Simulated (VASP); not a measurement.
A run of VASP 6.6.1 is set up as follows.

The input INCAR:

```
PREC     = Accurate       # precision mode
ENCUT    = 520            # plane-wave cutoff, eV
EDIFF    = 1E-7           # SCF threshold, eV
ISMEAR   = -1             # smearing method
SIGMA    = 0.08           # smearing width, eV
LREAL    = F              # projectors in reciprocal space
LASPH    = T              # aspherical terms in the spheres
NELM     = 100            # most SCF steps
ALGO     = Normal         # electronic algorithm
ISIF     = 2              # what is computed and relaxed
LWAVE    = F              # write WAVECAR
LCHARG   = F              # write CHGCAR
GGA      = PE             # functional
NBANDS   = 11             # bands
```

Contents of KPOINTS:

```
regular mesh
0
Gamma
  12 12 12
```

The input POSCAR:

```
Ca
1.0
    0.0000000000      2.6673643140      2.6673643140
    2.6673643140      0.0000000000      2.6673643140
    2.6673643140      2.6673643140      0.0000000000
Ca
1
Direct
    0.0000000000      0.0000000000      0.0000000000
```

Potentials or basis: VASP PAW PBE potentials, release 64 (Ca_sv).

The run is started by

```console
$ cat potpaw_PBE.64/Ca_sv/POTCAR > POTCAR
$ mpirun -np 1 vasp_std > vasp.out
```

Task: What does it give for the pressure?

Result: 2.2 GPa.

Task: Estimate the band gap on the k mesh.

Result: Zero (bands 5 and 6 overlap by 0.20 eV).
